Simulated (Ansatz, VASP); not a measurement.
# Ga: VASP and Ansatz over several settings

```xyz
1
Lattice="2.7165 0.0000 0.0000 0.0000 2.7165 0.0000 0.0000 0.0000 2.7165" Properties=species:S:1:pos:R:3 pbc="T T T"
Ga    0.0000    0.0000    0.0000
```

Single points on this cell with VASP 6.6.1 and Ansatz 0.2.0. Each row is one pair of runs. Alike in all rows: spin: off; k mesh: 10 × 10 × 10; VASP's potentials, cutoff: VASP PAW PBE potentials, release 64 (Ga_d), 520 eV; Ansatz's potentials, cutoff: Ansatz PAW, 420 eV.

```tsv
level	smearing	gap on the k mesh at the Fermi level (eV), VASP	gap on the k mesh at the Fermi level (eV), Ansatz	pressure (GPa), VASP	pressure (GPa), Ansatz
PBE	gaussian, width 0.011 eV	none	none	0.5	0.6
PBE	gaussian, width 0.019 eV	none	none	0.6	0.6
PBE	gaussian, width 0.02 eV	none	none	0.6	0.5
PBE	gaussian, width 0.021 eV	none	none	0.6	0.5
PBE	gaussian, width 0.022 eV	none	none	0.6	0.5
PBE	gaussian, width 0.023 eV	none	none	0.6	0.5
PBE	gaussian, width 0.024 eV	none	none	0.6	0.5
PBE	gaussian, width 0.025 eV	none	none	0.6	0.5
```

Pressure (GPa): the two programs differ by at most 0.12.

A gap of «none» marks a metal or a gap that the smearing closes.
